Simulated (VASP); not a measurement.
A run of VASP 6.6.1 is set up as follows.

INCAR

```
SYSTEM = Si4O7
ALGO = Normal
EDIFF = 1E-6
ENCUT = 520
ISIF = 2
ISMEAR = 0
LASPH = .True.
LCHARG = .False.
LREAL = .False.
LWAVE = .False.
NBANDS = 40
NELM = 80
PREC = Accurate
SIGMA = 0.05
```

File KPOINTS:

```
k-points
0
Gamma
  6 6 6
  0 0 0
```

The input POSCAR:

```
Si4O7
1.0
    0.0000000000      4.1548619959     -2.6614337333
    0.0000000000     -4.1548619959     -2.6614337333
   -4.1548619959      0.0000000000      2.6614337333
Si O
4 7
Direct
    0.2500000000      0.7500000000      0.5000000000
    0.7500000000      0.2500000000      0.5000000000
    0.0000000000      0.0000000000      1.0000000000
    0.5000000000      0.5000000000      1.0000000000
    1.0000000000      0.3055647994      0.3055647994
    0.5555647994      0.7500000000      0.8055647994
    0.0555647994      0.2500000000      0.8055647994
    0.0000000000      0.6944352006      0.6944352006
    0.4149061050      0.1458264005      0.5607325054
    0.9444352006      0.7500000000      0.1944352006
    0.4444352006      0.2500000000      0.1944352006
```

Potentials or basis: VASP PAW LDA potentials, release 64 (Si, O).

Launch:

```console
$ cat potpaw_LDA.64/Si/POTCAR potpaw_LDA.64/O/POTCAR > POTCAR
$ mpirun -np 1 vasp_std > vasp.out
```

(1) What does it give for the largest force?

(2) Predict the band gap on the k mesh.

Results:

(1) 8.663 eV/Å.

(2) 1.69 eV.

Caveat: the cell differs from its parent crystal (atom 9 moved 0.125 of the way to it and -0.500 Å across, host rigid).
